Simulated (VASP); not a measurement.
# ScCu2 (I4/mmm) in VASP: further runs, part 2 of 2

VASP 6.6.1. Earlier steps stand in the parts before.

## 3. Single point, LDA

Contents of INCAR:

```
PREC = Accurate
ENCUT = 520
EDIFF = 1E-6
ISMEAR = -1
SIGMA = 0.05
LREAL = False
LASPH = True
NELM = 60
ALGO = Normal
ISIF = 2
LWAVE = False
LCHARG = True
GGA = CA
LELF = True
LVHAR = True
NBANDS = 24
```

Contents of KPOINTS:

```
regular mesh
0
Gamma
  17 17 17
```

Contents of POSCAR:

```
ScCu2
1.0
   -1.6067629908      1.6067629908      4.0552160550
    1.6067629908     -1.6067629908      4.0552160550
    1.6067629908      1.6067629908     -4.0552160550
Sc Cu
1 2
Direct
    0.0000000000      0.0000000000      0.0000000000
    0.6741709561      0.6741709561      0.0000000000
    0.3258290439      0.3258290439      0.0000000000
```

Potentials or basis: VASP PAW LDA potentials, release 64 (Sc_sv, Cu).

Run with:

```sh
$ cat potpaw_LDA.64/Sc_sv/POTCAR potpaw_LDA.64/Cu/POTCAR > POTCAR
$ mpirun -np 1 vasp_std > vasp.out
```

OUTCAR:

```text
PREC = Accurate
   ENCUT = 520
   EDIFF = 1E-6
   ISMEAR = -1
   LREAL = False
   LASPH = True
   NELM = 60
   ISIF = 2
   GGA = CA

 ion  position               nearest neighbor table
   1  0.000  0.000  0.000-   2 2.64   3 2.64   3 2.68   2 2.68   2 2.68   2 2.68   2 2.68   3 2.68
                             3 2.68   3 2.68
   2  0.674  0.674  0.000-   3 2.58   3 2.58   3 2.58   3 2.58   1 2.64   1 2.68   1 2.68   1 2.68
                             1 2.68
   3  0.326  0.326  0.000-   2 2.58   2 2.58   2 2.58   2 2.58   1 2.64   1 2.68   1 2.68   1 2.68
                             1 2.68

  LATTYP: Found a body centered tetragonal cell.
 ALAT       =     3.2135259816
 C/A-ratio  =     2.5238420839

  Lattice vectors:

 A1 = (  -1.6067629908,   1.6067629908,   4.0552160550)
 A2 = (   1.6067629908,  -1.6067629908,   4.0552160550)
 A3 = (   1.6067629908,   1.6067629908,  -4.0552160550)

Analysis of symmetry for initial positions (statically):
=====================================================================
 Subroutine PRICEL returns:
 Original cell was already a primitive cell.

 Routine SETGRP: Setting up the symmetry group for a
 body centered tetragonal supercell.

 Subroutine GETGRP returns: Found 16 space group operations
 (whereof 16 operations were pure point group operations)
 out of a pool of 16 trial point group operations.

The static configuration has the point symmetry D_4h.

Analysis of symmetry for dynamics (positions and initial velocities):
=====================================================================
 Subroutine PRICEL returns:
 Original cell was already a primitive cell.

 Routine SETGRP: Setting up the symmetry group for a
 body centered tetragonal supercell.

 Subroutine GETGRP returns: Found 16 space group operations
 (whereof 16 operations were pure point group operations)
 out of a pool of 16 trial point group operations.

The dynamic configuration has the point symmetry D_4h.

 Subroutine INISYM returns: Found 16 space group operations
 (whereof 16 operations are pure point group operations),
 and found     1 'primitive' translations

----------------------------------------------------------------------------------------

                                     Primitive cell

  volume of cell :      41.8772

  direct lattice vectors                    reciprocal lattice vectors
    -1.606762991  1.606762991  4.055216055     0.000000000  0.311184663  0.123297993
     1.606762991 -1.606762991  4.055216055     0.311184663  0.000000000  0.123297993
     1.606762991  1.606762991 -4.055216055     0.311184663  0.311184663  0.000000000

  length of vectors
     4.648456934  4.648456934  4.648456934     0.334721212  0.334721212  0.440081571

  position of ions in fractional coordinates (direct lattice)
     0.000000000  0.000000000  0.000000000
     0.674170956  0.674170956  0.000000000
     0.325829044  0.325829044  0.000000000

  ion indices of the primitive-cell ions
   primitive index   ion index
                 1           1
                 2           2
                 3           3

----------------------------------------------------------------------------------------

 KPOINTS: regular mesh

Automatic generation of k-mesh.
 Grid dimensions read from file:
 generate k-points for:   17   17   17

 Generating k-lattice:

  Cartesian coordinates                     Fractional coordinates (reciprocal lattice)
     0.000000000  0.018304980  0.007252823     0.058823529  0.000000000  0.000000000
     0.018304980  0.000000000  0.007252823     0.000000000  0.058823529  0.000000000
     0.018304980  0.018304980  0.000000000     0.000000000  0.000000000  0.058823529

  Length of vectors
     0.019689483  0.019689483  0.025887151

  Shift w.r.t. Gamma in fractional coordinates (k-lattice)
     0.000000000  0.000000000  0.000000000

 Subroutine IBZKPT returns following result:
 ===========================================

 Found    405 irreducible k-points:

 Following reciprocal coordinates:
            Coordinates               Weight
  0.000000  0.000000  0.000000      1.000000
  0.058824  0.000000 -0.000000      8.000000
  0.117647 -0.000000  0.000000      8.000000
  0.176471  0.000000  0.000000      8.000000
  0.235294 -0.000000  0.000000      8.000000
  0.294118  0.000000  0.000000      8.000000
[... 16 lines left out ...]
 -0.176471  0.058824 -0.000000     16.000000
 -0.117647  0.058824 -0.000000     16.000000
 [... further k-points ...]
   k-points           NKPTS =    405   k-points in BZ     NKDIM =    405   number of bands    NBANDS=     24
   number of dos      NEDOS =    301   number of ions     NIONS =      3
   total plane-waves  NPLWV =  46656
   dimension x,y,z NGX =    36 NGY =   36 NGZ =   36
   dimension x,y,z NGXF=    72 NGYF=   72 NGZF=   72
   ions per type =               1   2
   NGX,Y,Z   is equivalent  to a cutoff of  12.87, 12.87, 12.87 a.u.
   NGXF,Y,Z  is equivalent  to a cutoff of  25.75, 25.75, 25.75 a.u.
 SYSTEM =  unknown system
   PREC   = accura    normal or accurate (medium, high low for compatibility)
   ISTART =      0    job   : 0-new  1-cont  2-samecut
   ICHARG =      2    charge: 1-file 2-atom 10-const
   ISPIN  =      1    spin polarized calculation?
   LNONCOLLINEAR =      F non collinear calculations
   LSORBIT =      F    spin-orbit coupling
   LASPH  =      T    aspherical Exc in radial PAW
   ENCUT  =  520.0 eV  38.22 Ry    6.18 a.u.   8.64  8.64  8.64*2*pi/ulx,y,z
   NELM   =     60;   NELMIN=  2; NELMDL= -5     # of ELM steps
   EDIFF  = 0.1E-05   stopping-criterion for ELM
   LREAL  =      F    real-space projection
[... 7 lines left out ...]
   TEBEG  =    0.0;   TEEND  =   0.0 temperature during run
   PSTRESS=    0.0 pullay stress
   NELECT =      33.0000    total number of electrons
   NUPDOWN=      -1.0000    fix difference up-down
   EMIN   =  10.00;   EMAX   =-10.00  energy-range for DOS
   EFERMI =   0.00;   METHOD = LEGACY
   ISMEAR =    -1;   SIGMA  =   0.05  broadening in eV -4-tet -1-fermi 0-gaus
   EFERMI_NEDOS =   21; number of points for ismear=-14 and -15
   IALGO  =     38    algorithm
   IMIX   =      4    mixing-type and parameters
     AMIX     =   0.40;   BMIX     =  1.00
     AMIX_MAG =   1.60;   BMIX_MAG =  1.00
  volume/ion in A,a.u.               =      13.96        94.20
  Fermi-wavevector in a.u.,A,eV,Ry     =   1.512122  2.857497 31.109912  2.286514
  Thomas-Fermi vector in A             =   2.622089
   LORBIT       =      0    0 simple, 1 ext, 2 COOP (PROOUT), +10 PAW based schemes
   GGA     = CA    functional components
   LHFCALC =     F    Hartree Fock is set to
   AEXX    =    0.0000 exact exchange contribution
   IVDW    =     0    specifies the selected vdW correction
   LEPSILON=     F    determine dielectric tensor
   LRPA    =     F    only Hartree local field effects (RPA)
 non-spin polarized calculation
  energy-cutoff  :      520.00
  volume of cell :       41.88
 maximum number of plane-waves:      1147
   NGX = 17   NGY = 17   NGZ = 17

 number of electron      33.0000003 magnetization

 Free energy of the ion-electron system (eV)
  ---------------------------------------------------
  ext. energy  EPLUGINS =         0.00000000
  ---------------------------------------------------
  free energy    TOTEN  =       -16.90836561 eV

  energy without entropy =      -16.89833682  energy(sigma->0) =      -16.90335122

 E-fermi :   6.6430     XC(G=0): -12.4013

 val. band max:        6.6366187328   @ k =  -0.1765  -0.4706   0.1765
 cond. band min:       6.6458086303   @ k =  -0.3529   0.1765  -0.0000
 fundamental gap:      0.0091898975
 Fermi energy:         6.6430184047

 k-point     1 :       0.0000    0.0000    0.0000
  band No.  band energies     occupation
      1     -41.8840      2.00000
      2     -20.9333      2.00000
      3     -20.7706      2.00000
      4     -20.7706      2.00000
      5      -1.4476      2.00000
      6       2.4391      2.00000
[... 16 lines left out ...]
     23      16.8441      0.00000
     24      16.8441      0.00000

 k-point     2 :       0.0588    0.0000   -0.0000
  band No.  band energies     occupation
      1     -41.8830      2.00000
      2     -20.9325      2.00000
      3     -20.7805      2.00000
      4     -20.7698      2.00000
      5      -1.3812      2.00000
      6       2.4387      2.00000
[... 16 lines left out ...]
     23      15.9512      0.00000
     24      16.6982      0.00000
[... 565 lines left out ...]
     23      14.2776      0.00000
     24      15.9715      0.00000

 k-point    24 :      -0.1176    0.0588   -0.0000
  band No.  band energies     occupation
      1     -41.8794      2.00000
      2     -20.9284      2.00000
      3     -20.8078      2.00000
      4     -20.7770      2.00000
      5      -1.1555      2.00000
      6       2.4528      2.00000
[... 16 lines left out ...]
     23      14.9700      0.00000
     24      16.0401      0.00000

 [... further k-points ...]
[... 5 lines left out ...]
  --------------------------------------------------------------------------------------
  -------------------------------------------------------------------------------------
  Total        0.1557003      0.1557003      0.2060137      0.0000000      0.0000000      0.0000000
  in kB        5.9569273      5.9569273      7.8818671      0.0000000      0.0000000      0.0000000
  external PRESSURE =       6.5985739 kB  Pullay stress =       0.0000000 kB

 VOLUME and BASIS-vectors are now :
 -----------------------------------------------------------------------------
  energy-cutoff  :      520.00
  volume of cell :       41.88
      direct lattice vectors                 reciprocal lattice vectors
    -1.606762991  1.606762991  4.055216055     0.000000000  0.311184663  0.123297993
     1.606762991 -1.606762991  4.055216055     0.311184663  0.000000000  0.123297993
     1.606762991  1.606762991 -4.055216055     0.311184663  0.311184663  0.000000000

 POSITION                                       TOTAL-FORCE (eV/Angst)
 -----------------------------------------------------------------------------------
      0.00000      0.00000      0.00000         0.000000      0.000000      0.000000
      0.00000      0.00000      5.46782         0.000000      0.000000      0.007046
      0.00000      0.00000      2.64261        -0.000000     -0.000000     -0.007046
 -----------------------------------------------------------------------------------
    total drift:                                0.000000      0.000000     -0.000000

  FREE ENERGIE OF THE ION-ELECTRON SYSTEM (eV)
  ---------------------------------------------------
  free  energy   TOTEN  =       -16.9083656109 eV

  energy  without entropy=      -16.8983368206  energy(sigma->0) =      -16.90335122
```

OSZICAR:

```text
N       E                     dE             d eps       ncg     rms          rms(c)
DAV:   1     0.269142957017E+03    0.26914E+03   -0.14003E+04 19848   0.202E+03
DAV:   2    -0.663254529654E+00   -0.26981E+03   -0.26015E+03 19472   0.441E+02
DAV:   3    -0.197209178803E+02   -0.19058E+02   -0.17878E+02 26400   0.155E+02
DAV:   4    -0.200852883483E+02   -0.36437E+00   -0.36327E+00 27584   0.239E+01
DAV:   5    -0.200920870227E+02   -0.67987E-02   -0.67982E-02 27328   0.281E+00    0.170E+01
DAV:   6    -0.198010351912E+02    0.29105E+00   -0.33265E+01 20744   0.135E+02    0.105E+01
DAV:   7    -0.169576119976E+02    0.28434E+01   -0.95603E+00 25896   0.677E+01    0.153E+00
DAV:   8    -0.169487876461E+02    0.88244E-02   -0.55121E-01 33128   0.897E+00    0.158E+00
DAV:   9    -0.169141527591E+02    0.34635E-01   -0.12352E-01 29768   0.823E+00    0.344E-01
DAV:  10    -0.169083923448E+02    0.57604E-02   -0.11014E-02 32584   0.184E+00    0.480E-02
DAV:  11    -0.169083645110E+02    0.27834E-04   -0.39000E-04 30632   0.175E-01    0.199E-02
DAV:  12    -0.169083687428E+02   -0.42319E-05   -0.49630E-05 29760   0.118E-01    0.137E-02
DAV:  13    -0.169083660181E+02    0.27247E-05   -0.19799E-05 29120   0.961E-02    0.557E-03
DAV:  14    -0.169083656109E+02    0.40720E-06   -0.16725E-06 12872   0.316E-02
   1 F= -.16908366E+02 E0= -.16903351E+02  d E =-.100288E-01
```

It took 6.7 min on 1 thread of AMD EPYC 9R45 (Zen 5), shared host; peak memory 0.44 GiB.

Results:

| Item | Value |
| --- | --- |
| Free energy | -16.9084 eV |
| Pressure | 0.7 GPa |
| Largest force | 0.007 eV/Å |
| Band gap on the k mesh | zero (an odd number of electrons rules out a gap without spin polarisation) |

Forces on the atoms (eV/Å):
```
Sc   0.000  0.000  0.000
Cu   0.000  0.000  0.007
Cu   0.000  0.000 -0.007
```

Stress tensor (GPa, compression positive):
```
0.60 0.00 0.00
0.00 0.60 0.00
0.00 0.00 0.79
```
